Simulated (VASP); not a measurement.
A run of VASP 6.6.1:

The input INCAR:

```
PREC = Accurate ; ENCUT = 520
EDIFF = 1E-6 ; ISMEAR = -1
SIGMA = 0.05 ; LREAL = False
LASPH = True ; NELM = 150
ALGO = Fast ; ISIF = 2
LWAVE = False ; LCHARG = True
LMAXMIX = 4 ; LDAU = True
LDAUTYPE = 2 ; LDAUL = 2 -1
LDAUU = 2 0 ; LDAUJ = 0 0
LDAUPRINT = 1 ; GGA = PS
LELF = True ; LVHAR = True
NBANDS = 33
```

File KPOINTS:

```
Automatic mesh
0
Gamma
  6 6 10
```

POSCAR

```
MoN2
1.0
    4.3480530000      0.0000000000      0.0000000000
    0.0000000000      4.3480530000      0.0000000000
    0.0000000000      0.0000000000      2.7674600000
Mo N
2 4
Direct
    0.0000000000      0.0000000000      0.0000000000
    0.5000000000      0.5000000000      0.0000000000
    0.6116470000      0.8883530000      0.5000000000
    0.3883530000      0.1116470000      0.5000000000
    0.1116470000      0.6116470000      0.5000000000
    0.8883530000      0.3883530000      0.5000000000
```

Potentials or basis: VASP PAW PBE potentials, release 64 (Mo_sv, N).

Run with:

```bash
$ cat potpaw_PBE.64/Mo_sv/POTCAR potpaw_PBE.64/N/POTCAR > POTCAR
$ mpirun -np 1 vasp_std > vasp.out
```

Hardware: 1 thread of Oxide Virtual Turin-like Processor, with other jobs on the host.

**Question.** Estimate the wall time of this run.

**Answer.** Wall time 2 min on 1 thread of Oxide Virtual Turin-like Processor (shared host), peak memory 0.18 GiB. Counts: scf iterations 15, k points 60.
